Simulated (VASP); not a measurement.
# Ba2SnF6 (Fm-3m) in VASP: further runs, part 2 of 2

VASP 6.6.1. The steps go on from the part before.

**4. Single point, PBE**

This run uses another cell than the first one, of 15.62 Å³/atom, 0.853 times its volume.

Input file INCAR:

```
ALGO = Normal
EDIFF = 1E-7
ENCUT = 520
GGA = PE
ISIF = 2
ISMEAR = 0
LASPH = True
LCHARG = False
LREAL = False
LWAVE = False
NBANDS = 48
NELM = 100
PREC = Accurate
SIGMA = 0.1
```

Input file KPOINTS:

```
k-points
0
Gamma
  4 4 4
```

Input file POSCAR:

```
Ba2SnF6
1.0
    0.0000000000      4.1270378500      4.1270378500
    4.1270378500      0.0000000000      4.1270378500
    4.1270378500      4.1270378500      0.0000000000
Ba Sn F
2 1 6
Direct
    0.2500000000      0.2500000000      0.2500000000
    0.7500000000      0.7500000000      0.7500000000
    0.0000000000      0.0000000000      0.0000000000
    0.7583641500      0.2416358500      0.2416358500
    0.2416358500      0.7583641500      0.2416358500
    0.2416358500      0.2416358500      0.7583641500
    0.2416358500      0.7583641500      0.7583641500
    0.7583641500      0.2416358500      0.7583641500
    0.7583641500      0.7583641500      0.2416358500
```

Potentials or basis: VASP PAW PBE potentials, release 64 (Ba_sv, Sn_d, F).

The run is started by

```console
cat potpaw_PBE.64/Ba_sv/POTCAR potpaw_PBE.64/Sn_d/POTCAR potpaw_PBE.64/F/POTCAR > POTCAR
mpirun -np 1 vasp_std > vasp.out
```

OUTCAR:

```text
EDIFF = 1E-7
   ENCUT = 520
   GGA = PE
   ISIF = 2
   ISMEAR = 0
   LASPH = True
   LREAL = False
   NELM = 100
   PREC = Accurate

 ion  position               nearest neighbor table
   1  0.250  0.250  0.250-   4 2.92   8 2.92   9 2.92   5 2.92   7 2.92   9 2.92   6 2.92   7 2.92
                             8 2.92   4 2.92   5 2.92   6 2.92   3 3.57   3 3.57   3 3.57   3 3.57
   2  0.750  0.750  0.750-   7 2.92   8 2.92   9 2.92   4 2.92   5 2.92   9 2.92   4 2.92   6 2.92
                             8 2.92   5 2.92   6 2.92   7 2.92   3 3.57   3 3.57   3 3.57   3 3.57
   3  0.000  0.000  0.000-   4 1.99   5 1.99   6 1.99   7 1.99   8 1.99   9 1.99   2 3.57   2 3.57
                             2 3.57   1 3.57   1 3.57   1 3.57   2 3.57   1 3.57
   4  0.758  0.242  0.242-   3 1.99   2 2.92   1 2.92   2 2.92   1 2.92
   5  0.242  0.758  0.242-   3 1.99   2 2.92   1 2.92   2 2.92   1 2.92
   6  0.242  0.242  0.758-   3 1.99   2 2.92   1 2.92   2 2.92   1 2.92
   7  0.242  0.758  0.758-   3 1.99   2 2.92   2 2.92   1 2.92   1 2.92
   8  0.758  0.242  0.758-   3 1.99   2 2.92   2 2.92   1 2.92   1 2.92
   9  0.758  0.758  0.242-   3 1.99   2 2.92   2 2.92   1 2.92   1 2.92

  LATTYP: Found a face centered cubic cell.
 ALAT       =     8.2540757000

  Lattice vectors:

 A1 = (   0.0000000000,   4.1270378500,   4.1270378500)
 A2 = (   4.1270378500,   0.0000000000,   4.1270378500)
 A3 = (   4.1270378500,   4.1270378500,   0.0000000000)

Analysis of symmetry for initial positions (statically):
=====================================================================
 Subroutine PRICEL returns:
 Original cell was already a primitive cell.

 Routine SETGRP: Setting up the symmetry group for a
 face centered cubic supercell.

 Subroutine GETGRP returns: Found 48 space group operations
 (whereof 48 operations were pure point group operations)
 out of a pool of 48 trial point group operations.

The static configuration has the point symmetry O_h .

Analysis of symmetry for dynamics (positions and initial velocities):
=====================================================================
 Subroutine PRICEL returns:
 Original cell was already a primitive cell.

 Routine SETGRP: Setting up the symmetry group for a
 face centered cubic supercell.

 Subroutine GETGRP returns: Found 48 space group operations
 (whereof 48 operations were pure point group operations)
 out of a pool of 48 trial point group operations.

The dynamic configuration has the point symmetry O_h .

 Subroutine INISYM returns: Found 48 space group operations
 (whereof 48 operations are pure point group operations),
 and found     1 'primitive' translations

----------------------------------------------------------------------------------------

                                     Primitive cell

  volume of cell :     140.5871

  direct lattice vectors                    reciprocal lattice vectors
     0.000000000  4.127037850  4.127037850    -0.121152269  0.121152269  0.121152269
     4.127037850  0.000000000  4.127037850     0.121152269 -0.121152269  0.121152269
     4.127037850  4.127037850  0.000000000     0.121152269  0.121152269 -0.121152269

  length of vectors
     5.836512900  5.836512900  5.836512900     0.209841885  0.209841885  0.209841885

  position of ions in fractional coordinates (direct lattice)
     0.250000000  0.250000000  0.250000000
     0.750000000  0.750000000  0.750000000
[... 57 lines left out ...]
   number of dos      NEDOS =    301   number of ions     NIONS =      9
   total plane-waves  NPLWV = 110592
   dimension x,y,z NGX =    48 NGY =   48 NGZ =   48
   dimension x,y,z NGXF=    96 NGYF=   96 NGZF=   96
   ions per type =               2   1   6
   NGX,Y,Z   is equivalent  to a cutoff of  13.67, 13.67, 13.67 a.u.
   NGXF,Y,Z  is equivalent  to a cutoff of  27.34, 27.34, 27.34 a.u.
 SYSTEM =  unknown system
   PREC   = accura    normal or accurate (medium, high low for compatibility)
   ISTART =      0    job   : 0-new  1-cont  2-samecut
   ICHARG =      2    charge: 1-file 2-atom 10-const
   ISPIN  =      1    spin polarized calculation?
   LNONCOLLINEAR =      F non collinear calculations
   LSORBIT =      F    spin-orbit coupling
   LASPH  =      T    aspherical Exc in radial PAW
   ENCUT  =  520.0 eV  38.22 Ry    6.18 a.u.  10.85 10.85 10.85*2*pi/ulx,y,z
   NELM   =    100;   NELMIN=  2; NELMDL= -5     # of ELM steps
   EDIFF  = 0.1E-06   stopping-criterion for ELM
   LREAL  =      F    real-space projection
   EDIFFG = 0.1E-05   stopping-criterion for IOM
   NSW    =      0    number of steps for IOM
   IBRION =     -1    ionic relax: 0-MD 1-quasi-New 2-CG
   NFREE  =      0    steps in history (QN), initial steepest desc. (CG)
   ISIF   =      2    stress and relaxation
   ISYM   =      2    0-nonsym 1-usesym 2-fastsym
   POTIM  = 0.5000    time-step for ionic-motion
   TEBEG  =    0.0;   TEEND  =   0.0 temperature during run
   PSTRESS=    0.0 pullay stress
   NELECT =      76.0000    total number of electrons
   NUPDOWN=      -1.0000    fix difference up-down
   EMIN   =  10.00;   EMAX   =-10.00  energy-range for DOS
   EFERMI =   0.00;   METHOD = LEGACY
   ISMEAR =     0;   SIGMA  =   0.10  broadening in eV -4-tet -1-fermi 0-gaus
   EFERMI_NEDOS =   21; number of points for ismear=-14 and -15
   IALGO  =     38    algorithm
   IMIX   =      4    mixing-type and parameters
     AMIX     =   0.40;   BMIX     =  1.00
     AMIX_MAG =   1.60;   BMIX_MAG =  1.00
  volume/ion in A,a.u.               =      15.62       105.41
  Fermi-wavevector in a.u.,A,eV,Ry     =   1.333616  2.520169 24.198405  1.778533
  Thomas-Fermi vector in A             =   2.462461
   LORBIT       =      0    0 simple, 1 ext, 2 COOP (PROOUT), +10 PAW based schemes
   GGA     = PE    functional components
   LHFCALC =     F    Hartree Fock is set to
   AEXX    =    0.0000 exact exchange contribution
   IVDW    =     0    specifies the selected vdW correction
   LEPSILON=     F    determine dielectric tensor
   LRPA    =     F    only Hartree local field effects (RPA)
 non-spin polarized calculation
 Gauss-broadening in eV      SIGMA  =   0.10
  energy-cutoff  :      520.00
  volume of cell :      140.59
 maximum number of plane-waves:      3828
 NGX is ok and might be reduce to    48
   NGX = 21   NGY = 21   NGZ = 21

 number of electron      76.0000002 magnetization

 Free energy of the ion-electron system (eV)
  ---------------------------------------------------
  ext. energy  EPLUGINS =         0.00000000
  ---------------------------------------------------
  free energy    TOTEN  =       -41.62216029 eV

  energy without entropy =      -41.60980791  energy(sigma->0) =      -41.61598410

 E-fermi :   6.9395     XC(G=0):  -9.9821

 val. band max:        6.9224161778   @ k =  -0.2500   0.5000   0.2500
 cond. band min:       7.0406650555   @ k =   0.2500   0.2500   0.0000
 fundamental gap:      0.1182488777
 Fermi energy:         6.9394952225

 k-point     1 :       0.0000    0.0000    0.0000
  band No.  band energies     occupation
      1     -23.6890      2.00000
      2     -23.4653      2.00000
      3     -20.3167      2.00000
      4     -20.2827      2.00000
      5     -20.2827      2.00000
      6     -19.9256      2.00000
[... 397 lines left out ...]
     47       9.9850      0.00000
     48       9.9850      0.00000

------------------------ aborting loop because EDIFF is reached ----------------------------------------

  FORCE on cell =-STRESS in cart. coord.  units (eV):
  Direction    XX          YY          ZZ          XY          YZ          ZX
  --------------------------------------------------------------------------------------
  -------------------------------------------------------------------------------------
  Total       22.6626650     22.6626650     22.6626650      0.0000000      0.0000000     -0.0000000
  in kB      258.2713368    258.2713368    258.2713368      0.0000000      0.0000000     -0.0000000
  external PRESSURE =     258.2713368 kB  Pullay stress =       0.0000000 kB

 VOLUME and BASIS-vectors are now :
 -----------------------------------------------------------------------------
  energy-cutoff  :      520.00
  volume of cell :      140.59
      direct lattice vectors                 reciprocal lattice vectors
     0.000000000  4.127037850  4.127037850    -0.121152269  0.121152269  0.121152269
     4.127037850  0.000000000  4.127037850     0.121152269 -0.121152269  0.121152269
     4.127037850  4.127037850  0.000000000     0.121152269  0.121152269 -0.121152269

 POSITION                                       TOTAL-FORCE (eV/Angst)
 -----------------------------------------------------------------------------------
      2.06352      2.06352      2.06352         0.000000     -0.000000      0.000000
      6.19056      6.19056      6.19056        -0.000000     -0.000000     -0.000000
      0.00000      0.00000      0.00000         0.000000     -0.000000     -0.000000
      1.99448      4.12704      4.12704         4.241504     -0.000000      0.000000
      4.12704      1.99448      4.12704         0.000000      4.241504      0.000000
      4.12704      4.12704      1.99448         0.000000     -0.000000      4.241504
      6.25960      4.12704      4.12704        -4.241504     -0.000000      0.000000
      4.12704      6.25960      4.12704         0.000000     -4.241504      0.000000
      4.12704      4.12704      6.25960         0.000000     -0.000000     -4.241504
 -----------------------------------------------------------------------------------
    total drift:                               -0.000000     -0.000000      0.000000

  FREE ENERGIE OF THE ION-ELECTRON SYSTEM (eV)
  ---------------------------------------------------
  free  energy   TOTEN  =       -41.6221602946 eV

  energy  without entropy=      -41.6098079072  energy(sigma->0) =      -41.61598410
```

It took 40 s on 1 thread of Intel Xeon 6975P-C (Granite Rapids), shared host; peak memory 0.34 GiB.

What came out:

- Free energy: -41.6222 eV
- Pressure: 25.8 GPa
- Largest force: 4.242 eV/Å
- Band gap on the k mesh: zero (band 38 reaches 6.92 eV, above the bottom of band 39 at 6.46 eV)

Forces in eV/Å, atoms in the order of the input:
```
Ba   0.000  0.000  0.000
Ba   0.000  0.000  0.000
Sn   0.000  0.000  0.000
F    4.242  0.000  0.000
F    0.000  4.242  0.000
F    0.000  0.000  4.242
F   -4.242  0.000  0.000
F    0.000 -4.242  0.000
F    0.000  0.000 -4.242
```

Caveat: spin-orbit coupling is left out, which moves the levels of the heavy elements; forces of over 1 eV/Å act on the atoms, so gaps and moduli don't describe the material at rest.

**5. Summary**

| task | cell | k mesh | cutoff (eV) | smearing | gap on the mesh (eV) | pressure (GPa) | largest force (eV/Å) |
| --- | --- | --- | --- | --- | --- | --- | --- |
| single point | a = 6.154 Å, angles 60.0°, 9 atoms | 6 × 6 × 6 | 520 | gaussian 0.02 eV | 2.29 | 0.3 | 0.01 |
| relaxation of cell and atoms | relaxed from a = 6.154 Å, angles 60.0°, 9 atoms | 6 × 6 × 6 | 600 | gaussian 0.02 eV | 2.30 | 0.0 | 0.01 |
| single point | a = 5.837 Å, angles 60.0°, 9 atoms | 4 × 4 × 4 | 520 | gaussian 0.1 eV | none | 25.8 | 4.24 |

Alike in all rows: level PBE; potentials or basis VASP PAW PBE potentials, release 64 (Ba_sv, Sn_d, F); no spin polarisation.

Caveats: spin-orbit coupling is left out, which moves the levels of the heavy elements; forces of over 1 eV/Å act on the atoms, so gaps and moduli don't describe the material at rest (some runs).

Absolute energies hang on the potentials; compare differences alone.
